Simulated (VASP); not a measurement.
## Ni: single point with r2SCAN

The system is Ni.

```
Ni
1.0
    -1.43566    1.43566    1.43566
     1.43566   -1.43566    1.43566
     1.43566    1.43566   -1.43566
Ni
1
Cartesian
  0.0000 0.0000 0.0000
```

This cell differs from its parent crystal: volume scaled by 1.12.

```json
{
  "Program": "VASP 6.6.1",
  "Task": "single point",
  "Functional": "r2SCAN",
  "Potentials or basis": "VASP PAW PBE potentials, release 64 (Ni)",
  "Cutoff": "520 eV",
  "k mesh": "18 × 18 × 18",
  "Occupations": "fermi-dirac, width 0.05 eV",
  "Spin": "collinear spin, ferromagnetic start",
  "Starting moments": "[0.685] μB"
}
```

| Property | Result |
| --- | --- |
| Pressure | -18.1 GPa |
| Net moment | 0.65 μB per cell |
| Site moments | Ni +0.68 μB |
| Valence electrons inside the program's atomic spheres | Ni 9.21 |

Levels at points of the mesh, in eV from the Fermi level:
Spin up:
| k point | band 1 | band 2 | band 3 | band 4 | band 5 | band 6 | band 7 | band 8 | band 9 | band 10 |
| --- | --- | --- | --- | --- | --- | --- | --- | --- | --- | --- |
| (0.00, 0.00, 0.00) | -8.66 | -2.49 | -2.49 | -2.49 | -1.12 | -1.12 | 26.53 | 26.54 | 26.54 | 31.01 |
| (0.50, 0.00, 0.00) | -4.50 | -3.30 | -1.23 | -0.99 | -0.53 | 0.35 | 5.95 | 19.08 | 19.66 | 23.17 |
| (0.50, 0.50, 0.50) | -4.04 | -4.04 | -0.72 | -0.72 | -0.72 | 9.68 | 9.68 | 9.68 | 15.14 | 15.14 |
Spin down:
```tsv
k point	band 3	band 4	band 5	band 6	band 7	band 8
(0.00, 0.00, 0.00)	-1.30	-1.30	-0.50	-0.50	26.47	26.47
(0.50, 0.00, 0.00)	-0.41	-0.35	0.16	0.84	6.48	19.01
(0.50, 0.50, 0.50)	0.63	0.63	0.63	9.68	9.68	9.68
```

It took 3.6 min on 1 thread of Intel(R) Xeon(R) Platinum 8259CL CPU @ 2.50GHz (Skylake/Cascade Lake) (shared host), peak memory 0.16 GiB.

Caveat: the PAW data sets were made with another functional, which shifts forces and pressure a little.
